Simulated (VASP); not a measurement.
# TiC (zincblende type) (F-43m) in VASP: settings compared, part 2 of 2

VASP 6.6.1. The steps go on from the part before.

## (3) Electric field gradients, r2SCAN

File POSCAR:

```
TiC
1.0
    0.0000000000      2.3641273732      2.3641273732
    2.3641273732      0.0000000000      2.3641273732
    2.3641273732      2.3641273732      0.0000000000
Ti C
1 1
Direct
    0.0000000000      0.0000000000      0.0000000000
    0.2500000000      0.2500000000      0.2500000000
```

File INCAR.step1:

```
PREC = Accurate
ENCUT = 520
ISMEAR = -1
SIGMA = 0.05
LREAL = F
LASPH = T
NELM = 80
NBANDS = 15
GGA = PE
ALGO = Normal
EDIFF = 1E-4
LWAVE = T
LCHARG = F
```

File INCAR.step2:

```
PREC = Accurate
ENCUT = 520
EDIFF = 1E-8
ISMEAR = -1
SIGMA = 0.05
LREAL = F
LASPH = T
NELM = 80
ALGO = Normal
ISIF = 2
LWAVE = F
LCHARG = F
METAGGA = R2SCAN
LMIXTAU = T
LEFG = T
NBANDS = 15
ISTART = 1
```

File KPOINTS:

```
regular mesh
0
Gamma
  15 15 15
```

Potentials or basis: VASP PAW PBE potentials, release 64 (Ti_sv, C).

Launch:

```
$ cat potpaw_PBE.64/Ti_sv/POTCAR potpaw_PBE.64/C/POTCAR > POTCAR
$ cp INCAR.step1 INCAR
$ mpirun -np 1 vasp_std > vasp.out
$ cp INCAR.step2 INCAR
$ mpirun -np 1 vasp_std > vasp.out
```

OUTCAR:

```text
PREC = Accurate
   ENCUT = 520
   EDIFF = 1E-8
   ISMEAR = -1
   LREAL = F
   LASPH = T
   NELM = 80
   ISIF = 2
   METAGGA = R2SCAN
   ISTART = 1

 ion  position               nearest neighbor table
   1  0.000  0.000  0.000-   2 2.05   2 2.05   2 2.05   2 2.05
   2  0.250  0.250  0.250-   1 2.05   1 2.05   1 2.05   1 2.05

  LATTYP: Found a face centered cubic cell.
 ALAT       =     4.7282547464

  Lattice vectors:

 A1 = (   0.0000000000,   2.3641273732,   2.3641273732)
 A2 = (   2.3641273732,   0.0000000000,   2.3641273732)
 A3 = (   2.3641273732,   2.3641273732,   0.0000000000)

Analysis of symmetry for initial positions (statically):
=====================================================================
 Subroutine PRICEL returns:
 Original cell was already a primitive cell.

 Routine SETGRP: Setting up the symmetry group for a
 face centered cubic supercell.

 Subroutine GETGRP returns: Found 24 space group operations
 (whereof 24 operations were pure point group operations)
 out of a pool of 48 trial point group operations.

The static configuration has the point symmetry T_d .

Analysis of symmetry for dynamics (positions and initial velocities):
=====================================================================
 Subroutine PRICEL returns:
 Original cell was already a primitive cell.

 Routine SETGRP: Setting up the symmetry group for a
 face centered cubic supercell.

 Subroutine GETGRP returns: Found 24 space group operations
 (whereof 24 operations were pure point group operations)
 out of a pool of 48 trial point group operations.

The dynamic configuration has the point symmetry T_d .

 Subroutine INISYM returns: Found 24 space group operations
 (whereof 24 operations are pure point group operations),
 and found     1 'primitive' translations

----------------------------------------------------------------------------------------

                                     Primitive cell

  volume of cell :      26.4267

  direct lattice vectors                    reciprocal lattice vectors
     0.000000000  2.364127373  2.364127373    -0.211494527  0.211494527  0.211494527
     2.364127373  0.000000000  2.364127373     0.211494527 -0.211494527  0.211494527
     2.364127373  2.364127373  0.000000000     0.211494527  0.211494527 -0.211494527

  length of vectors
     3.343380994  3.343380994  3.343380994     0.366319266  0.366319266  0.366319266

  position of ions in fractional coordinates (direct lattice)
     0.000000000  0.000000000  0.000000000
     0.250000000  0.250000000  0.250000000

  ion indices of the primitive-cell ions
   primitive index   ion index
                 1           1
                 2           2

----------------------------------------------------------------------------------------

 KPOINTS: regular mesh
[... 83 lines left out ...]
   ISMEAR =    -1;   SIGMA  =   0.05  broadening in eV -4-tet -1-fermi 0-gaus
   EFERMI_NEDOS =   21; number of points for ismear=-14 and -15
   IALGO  =     38    algorithm
   IMIX   =      4    mixing-type and parameters
     AMIX     =   0.40;   BMIX     =  1.00
     AMIX_MAG =   1.60;   BMIX_MAG =  1.00
  volume/ion in A,a.u.               =      13.21        89.17
  Fermi-wavevector in a.u.,A,eV,Ry     =   1.384950  2.617175 26.097134  1.918085
  Thomas-Fermi vector in A             =   2.509406
   LORBIT       =      0    0 simple, 1 ext, 2 COOP (PROOUT), +10 PAW based schemes
   METAGGA = R2SCAN    functional components
   LHFCALC =     F    Hartree Fock is set to
   AEXX    =    0.0000 exact exchange contribution
   IVDW    =     0    specifies the selected vdW correction
   LEPSILON=     F    determine dielectric tensor
   LRPA    =     F    only Hartree local field effects (RPA)
 non-spin polarized calculation
  energy-cutoff  :      520.00
  volume of cell :       26.43
 maximum number of plane-waves:       728
 NGX is ok and might be reduce to    28
   NGX = 13   NGY = 13   NGZ = 13

 number of electron      16.0000002 magnetization

 Free energy of the ion-electron system (eV)
  ---------------------------------------------------
  ext. energy  EPLUGINS =         0.00000000
  ---------------------------------------------------
  free energy    TOTEN  =       -23.52676088 eV

  energy without entropy =      -23.52674430  energy(sigma->0) =      -23.52675259

 E-fermi :   6.0827     XC(G=0): -11.7356

 val. band max:        5.6586169986   @ k =  -0.2667   0.4667   0.2000
 cond. band min:       6.4755372768   @ k =  -0.2667   0.4667   0.2000
 fundamental gap:      0.8169202781
 Fermi energy:         6.0826814098

 k-point     1 :       0.0000    0.0000    0.0000
  band No.  band energies     occupation
      1     -52.6740      2.00000
      2     -27.7865      2.00000
      3     -27.7865      2.00000
      4     -27.7865      2.00000
      5      -5.1667      2.00000
      6       3.7133      2.00000
      7       3.7133      2.00000
      8       3.7133      2.00000
      9       8.4271      0.00000
     10       8.4271      0.00000
     11      12.1202      0.00000
     12      14.0839      0.00000
     13      14.0839      0.00000
     14      14.0839      0.00000
[... 401 lines left out ...]
      2     -27.8532      2.00000
      3     -27.8082      2.00000
      4     -27.8064      2.00000
      5      -4.6165      2.00000
      6       3.1043      2.00000
      7       4.0305      2.00000
      8       4.0449      2.00000
      9       7.8486      0.00000
     10       8.6086      0.00000
     11      12.8296      0.00000
     12      13.2653      0.00000
     13      13.5007      0.00000
     14      13.9456      0.00000
     15      19.9793      0.00000

 [... further k-points ...]

------------------------ aborting loop because EDIFF is reached ----------------------------------------

  FORCE on cell =-STRESS in cart. coord.  units (eV):
  Direction    XX          YY          ZZ          XY          YZ          ZX
  --------------------------------------------------------------------------------------
  -------------------------------------------------------------------------------------
  Total       -0.1043295     -0.1043295     -0.1043295     -0.0000000     -0.0000000      0.0000000
  in kB       -6.3252130     -6.3252130     -6.3252130     -0.0000000     -0.0000000      0.0000000
  external PRESSURE =      -6.3252130 kB  Pullay stress =       0.0000000 kB

 VOLUME and BASIS-vectors are now :
 -----------------------------------------------------------------------------
  energy-cutoff  :      520.00
  volume of cell :       26.43
      direct lattice vectors                 reciprocal lattice vectors
     0.000000000  2.364127373  2.364127373    -0.211494527  0.211494527  0.211494527
     2.364127373  0.000000000  2.364127373     0.211494527 -0.211494527  0.211494527
     2.364127373  2.364127373  0.000000000     0.211494527  0.211494527 -0.211494527

 POSITION                                       TOTAL-FORCE (eV/Angst)
 -----------------------------------------------------------------------------------
      0.00000      0.00000      0.00000         0.000000      0.000000      0.000000
      1.18206      1.18206      1.18206        -0.000000     -0.000000     -0.000000
 -----------------------------------------------------------------------------------
    total drift:                                0.000001      0.000001      0.000001

  FREE ENERGIE OF THE ION-ELECTRON SYSTEM (eV)
  ---------------------------------------------------
  free  energy   TOTEN  =       -23.5267608756 eV

  energy  without entropy=      -23.5267443038  energy(sigma->0) =      -23.52675259

 Electric field gradients (V/A^2)
---------------------------------------------------------------------
 ion       V_xx      V_yy      V_zz      V_xy      V_xz      V_yz
---------------------------------------------------------------------
   1      -0.000     0.000    -0.000    -0.001    -0.001    -0.001
   2       0.000     0.000    -0.000    -0.000    -0.000    -0.000
---------------------------------------------------------------------

 Electric field gradients after diagonalization (V/A^2)
 (convention: |V_zz| > |V_xx| > |V_yy|)
----------------------------------------------------------------------
 ion       V_xx      V_yy      V_zz     asymmetry (V_yy - V_xx)/ V_zz
----------------------------------------------------------------------
   1       0.001     0.001    -0.002       0.000
   2       0.000     0.000    -0.000       0.000
----------------------------------------------------------------------

           NMR quadrupolar parameters

 Cq : quadrupolar parameter    Cq=e*Q*V_zz/h
 eta: asymmetry parameters     (V_yy - V_xx)/ V_zz
 Q  : nuclear electric quadrupole moment in mb (millibarn)
----------------------------------------------------------------------
 ion       Cq(MHz)       eta       Q (mb)
----------------------------------------------------------------------
   1      -0.000       0.000       1.000
   2      -0.000       0.000       1.000
----------------------------------------------------------------------
```

OUTCAR.step1:

```text
PREC = Accurate
   ENCUT = 520
   ISMEAR = -1
   LREAL = F
   LASPH = T
   NELM = 80
[... 651 lines left out ...]
 -----------------------------------------------------------------------------------
      0.00000      0.00000      0.00000         0.000000      0.000000      0.000000
      1.18206      1.18206      1.18206        -0.000000     -0.000000     -0.000000
 -----------------------------------------------------------------------------------
    total drift:                                0.000001      0.000001      0.000001

  FREE ENERGIE OF THE ION-ELECTRON SYSTEM (eV)
  ---------------------------------------------------
  free  energy   TOTEN  =       -17.3595179019 eV

  energy  without entropy=      -17.3593726295  energy(sigma->0) =      -17.35944527
```

OSZICAR.step1:

```text
N       E                     dE             d eps       ncg     rms          rms(c)
DAV:   1     0.125253604294E+03    0.12525E+03   -0.79950E+03  3600   0.120E+03
DAV:   2    -0.140620528635E+02   -0.13932E+03   -0.12996E+03  3845   0.326E+02
DAV:   3    -0.234076968010E+02   -0.93456E+01   -0.91668E+01  4693   0.830E+01
DAV:   4    -0.238030263981E+02   -0.39533E+00   -0.39500E+00  4709   0.156E+01
DAV:   5    -0.238120696200E+02   -0.90432E-02   -0.90428E-02  4766   0.208E+00    0.179E+01
DAV:   6    -0.180825701134E+02    0.57295E+01   -0.18437E+01  5127   0.570E+01    0.796E+00
DAV:   7    -0.174078534850E+02    0.67472E+00   -0.26234E+00  4314   0.236E+01    0.443E+00
DAV:   8    -0.173462300111E+02    0.61623E-01   -0.15178E-01  3864   0.550E+00    0.226E+00
DAV:   9    -0.173720144048E+02   -0.25784E-01   -0.84872E-02  5030   0.351E+00    0.104E+00
DAV:  10    -0.173614093136E+02    0.10605E-01   -0.13816E-02  4419   0.194E+00    0.448E-01
DAV:  11    -0.173596152856E+02    0.17940E-02   -0.18213E-03  4188   0.587E-01    0.101E-01
DAV:  12    -0.173595101824E+02    0.10510E-03   -0.24978E-04  4229   0.216E-01    0.129E-02
DAV:  13    -0.173595179019E+02   -0.77195E-05   -0.37418E-05  1800   0.574E-02
   1 F= -.17359518E+02 E0= -.17359445E+02  d E =-.145272E-03
```

It took 7 min on 1 thread of Intel Xeon 8259CL, shared host; peak memory 0.2 GiB.

Results:

| Property | Result |
| --- | --- |
| Free energy | -23.5268 eV |
| Pressure | -0.6 GPa |
| Band gap on the k mesh | 0.82 eV |
| Largest electric field gradient by atom | under 0.05 V/Å² on every atom |

Caveat: the PAW data sets were made with another functional, which shifts forces and pressure a little; an odd mesh through Γ misses points on the zone boundary, where band edges can lie.
